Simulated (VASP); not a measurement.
Wanted: the native input for a VASP 6.6.1 run.

| Quantity | Value |
| --- | --- |
| Task | single point |
| Functional | LDA |
| Potentials or basis | VASP PAW LDA potentials, release 64 (Ge_d) |
| Cutoff | 520 eV |
| k mesh | 14 × 14 × 14 |
| Occupations | gaussian, width 0.1 eV |
| Spin | no spin polarisation |
| Dipole correction | no |
| Further INCAR settings | ALGO = Normal; EDIFF = 1e-06; NBANDS = 21 |

The structure of Ge lies in POSCAR:

```
Ge
1.0
    0.0000000000      2.8109102545      2.8109102545
    2.8109102545      0.0000000000      2.8109102545
    2.8109102545      2.8109102545      0.0000000000
Ge
2
Direct
    0.0000000000      0.0000000000      0.0000000000
    0.2500000000      0.2500000000      0.2500000000
```

One way to write it, as run:

INCAR

```
SYSTEM = Ge
PREC = Accurate ; ENCUT = 520
EDIFF = 1E-6 ; ISMEAR = 0
SIGMA = 0.1 ; LREAL = .FALSE.
LASPH = .TRUE. ; NELM = 100
ALGO = Normal ; ISIF = 2
LWAVE = .FALSE. ; LCHARG = .TRUE.
LELF = .TRUE. ; LVHAR = .TRUE.
NBANDS = 21
```

KPOINTS

```
Automatic mesh
0
G
  14 14 14
  0 0 0
```

Potentials or basis: VASP PAW LDA potentials, release 64 (Ge_d).

The run is started by

```bash
$ cat potpaw_LDA.64/Ge_d/POTCAR > POTCAR
$ mpirun -np 1 vasp_std > vasp.out
```

Results of the run:

The pressure is 0.2 GPa and the band gap on the k mesh is 0.03 eV.

Caveat: the smearing spreads over this small gap.

Wall time 72 s on 1 thread of Intel(R) Xeon(R) Platinum 8259CL CPU @ 2.50GHz (Skylake/Cascade Lake) (shared host), peak memory 0.2 GiB.
